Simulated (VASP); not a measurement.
## Hf: single point with PBE

Hf, a slab with vacuum:

```xyz
4
Lattice="3.2048 0.0000 0.0000 -1.6024 2.7754 0.0000 0.0000 0.0000 14.6014" Properties=species:S:1:pos:R:3 pbc="T T T"
Hf    0.0000    1.8503    3.5000
Hf    1.6024    0.9251    6.0338
Hf    0.0000    1.8503    8.5676
Hf    1.6024    0.9251   11.1014
```

* Program: VASP 6.6.1
* Task: single point
* Functional: PBE
* Potentials or basis: VASP PAW PBE potentials, release 64 (Hf_pv)
* Cutoff: 520 eV
* k mesh: 12 × 12 × 1
* Occupations: gaussian, width 0.1 eV
* Spin: no spin polarisation

```
Largest force          : 0.805 eV/Å
Band gap on the k mesh : zero (bands 20 and 21 overlap by 0.93 eV)
```

Forces in eV/Å, atoms in the order of the input:
```
Hf   0.000  0.000  0.590
Hf   0.000  0.000 -0.805
Hf   0.000  0.000  0.805
Hf   0.000  0.000 -0.590
```

Levels at points of the mesh, in eV from the Fermi level:
```
           k point  band 18  band 19  band 20  band 21  band 22  band 23
(0.00, 0.00, 0.00)     0.27     0.47     0.50     1.15     1.15     1.19
(0.50, 0.00, 0.00)    -1.20    -0.96     0.12     0.49     1.17     1.22
```

Wall time 48 s on 1 thread of AMD EPYC 9R45 96-Core Processor (Zen 5), with other jobs on the host, peak memory 0.22 GiB.

Caveat: spin-orbit coupling is left out, which moves the levels of the heavy elements.
